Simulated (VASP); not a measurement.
Wanted: the native input for a VASP 6.6.1 run.

* Task: relaxation of cell and atoms
* Functional: PBE
* Potentials or basis: VASP PAW PBE potentials, release 64 (Si, B)
* Cutoff: 600 eV
* k mesh: 8 × 8 × 12
* Occupations: gaussian, width 0.1 eV
* Spin: no spin polarisation
* Dipole correction: no
* Further INCAR settings: ALGO = Normal; EDIFF = 1e-06; IBRION = 2; EDIFFG = -0.01; NSW = 100; ISIF = 3

The structure of SiB2 lies in POSCAR:

```
SiB2
1.0
    2.6751994931     -4.4553016780      0.0000000000
    2.6751994931      4.4553016780      0.0000000000
    0.0000000000      0.0000000000      3.0083808653
Si B
2 4
Direct
    0.0000000000      0.5000000000      0.0000000000
    0.5000000000      0.0000000000      0.0000000000
    0.0745796961      0.2597788193      0.5000000000
    0.9254203039      0.7402211807      0.5000000000
    0.2597788193      0.0745796961      0.5000000000
    0.7402211807      0.9254203039      0.5000000000
```

The cell was generated, and may not be a known phase.

One way to write it, as run:

INCAR

```
PREC = Accurate
ENCUT = 600
EDIFF = 1E-6
ISMEAR = 0
SIGMA = 0.1
LREAL = False
LASPH = True
NELM = 80
ALGO = Normal
ISIF = 3
LWAVE = False
LCHARG = False
GGA = PE
IBRION = 2
NSW = 100
EDIFFG = -0.01
```

KPOINTS

```
regular mesh
0
Gamma
  8 8 12
```

Potentials or basis: VASP PAW PBE potentials, release 64 (Si, B).

Run with:

```console
$ cat potpaw_PBE.64/Si/POTCAR potpaw_PBE.64/B/POTCAR > POTCAR
$ mpirun -np 1 vasp_std > vasp.out
```

Results of the run:

- Relaxed volume: 11.06 Å³/atom
- Relaxed cell: a = 4.151 Å, b = 4.151 Å, c = 3.852 Å, α = 90.00°, β = 90.00°, γ = 90.27°
- Space group after relaxing (to 0.1 Å): P4/mmm (No. 123)
- Energy gained by relaxing: 204.1 meV/atom
- Ionic steps: 54
- Pressure after relaxing: 0.0 GPa
- Band gap on the k mesh: zero (bands 10 and 11 overlap by 2.53 eV)

Caveat: a cell axis changed by over 15 % at a fixed basis, so the end point is rough.

Run time: 25 min on 1 thread of Intel(R) Xeon(R) 6975P-C (Granite Rapids) (shared host), peak memory 0.31 GiB.
